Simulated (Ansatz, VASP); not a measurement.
# One calculation of Zn, two programs

```
Zn
1.0
     2.74474    0.00000    0.00000
    -1.37237    2.37702    0.00000
     0.00000    0.00000    4.79830
Zn
2
Direct
  0.33333 0.66667 0.25000
  0.66667 0.33333 0.75000
```

Change from the starting cell: strain +0.030 along x and y, -0.030 along z, atoms carried along.

Alike in both runs: task single point; functional PBE; k mesh 24 × 24 × 10; occupations gaussian, width 0.15 eV; no spin polarisation.

|  | VASP | Ansatz |
| --- | --- | --- |
| version | VASP 6.6.1 | Ansatz 0.2.0 |
| potentials or method | VASP PAW PBE potentials, release 64 (Zn), cutoff 520 eV | scalar-relativistic, plane waves, PAW |
| valence electrons in the cell | 24 | 24 |

```csv
,VASP,Ansatz,Ansatz less VASP
gap on the k mesh at the Fermi level (eV),none,none,-
pressure (GPa),-2.8,-2.8,-0.03
"traceless stress, the component that is largest in VASP (GPa)",1.03,1.12,+0.096
```

A gap of «none» marks a metal or a gap that the smearing closes. The functional is the same, so the differences come from potentials, cutoffs and numerics.
